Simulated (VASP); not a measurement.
Here is a VASP 6.6.1 calculation.

File INCAR:

```
SYSTEM = Pt
PREC = Accurate
ENCUT = 520
EDIFF = 1E-6
ISMEAR = 0
SIGMA = 0.15
LREAL = .FALSE.
LASPH = .TRUE.
NELM = 80
ALGO = Normal
ISIF = 2
LWAVE = .FALSE.
LCHARG = .TRUE.
GGA = PE
LELF = .TRUE.
LVHAR = .TRUE.
NBANDS = 17
```

The input KPOINTS:

```
regular mesh
0
G
  18 18 10
  0 0 0
```

POSCAR

```
Pt
1.0
    2.7585396147      0.0000000000      0.0000000000
   -1.3792698074      2.3889653837      0.0000000000
    0.0000000000      0.0000000000      4.9009000000
Pt
2
Direct
    0.6666666667      0.3333333333      0.7500000000
    0.3333333333      0.6666666667      0.2500000000
```

Potentials or basis: VASP PAW PBE potentials, release 64 (Pt).

Run with:

```console
$ cat potpaw_PBE.64/Pt/POTCAR > POTCAR
$ mpirun -np 1 vasp_std > vasp.out
```

Task: Estimate the pressure.

Result: -5.3 GPa.

Task: Estimate the band gap on the k mesh.

Result: Zero (band 10 reaches 10.51 eV, above the bottom of band 11 at 9.24 eV).

Stress tensor (GPa, compression positive):
```
-3.93  0.00  0.00
 0.00 -3.93  0.00
 0.00  0.00 -8.07
```

Caveat: spin-orbit coupling is left out, which moves the levels of the heavy elements.
